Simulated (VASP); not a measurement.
AlRu: single point with PBE

The system is AlRu.

```
Ru Al
1.0
     2.99160    0.00000    0.00000
     0.00000    2.99160    0.00000
     0.00000    0.00000    2.99160
Ru Al
1 1
Direct
  0.50000 0.50000 0.50000
  0.00000 0.00000 0.00000
```

```yaml
Program: VASP 6.6.1
Task: single point
Functional: PBE
Potentials_or_basis: VASP PAW PBE potentials, release 64 (Ru_pv, Al)
Cutoff: 520 eV
k_mesh: 7 × 7 × 7
Occupations: methfessel-paxton, width 0.2 eV
Spin: non-collinear spin, zero start, spin-orbit coupling
Starting_moments: "[[0.0, 0.0, 0.0], [0.0, 0.0, 0.0]] μB"
```

* Pressure: 2.5 GPa
* Net moment: 0.00 μB per cell
* Valence electrons inside the program's atomic spheres: Ru 12.79; Al 0.81

Moments on the atoms (μB; x, y, z):
```
Ru  0.00 0.00 0.00
Al  0.00 0.00 0.00
```

Run time: 28 s on 1 thread of Intel(R) Xeon(R) Platinum 8488C (Sapphire Rapids), with other jobs on the host, peak memory 0.2 GiB.
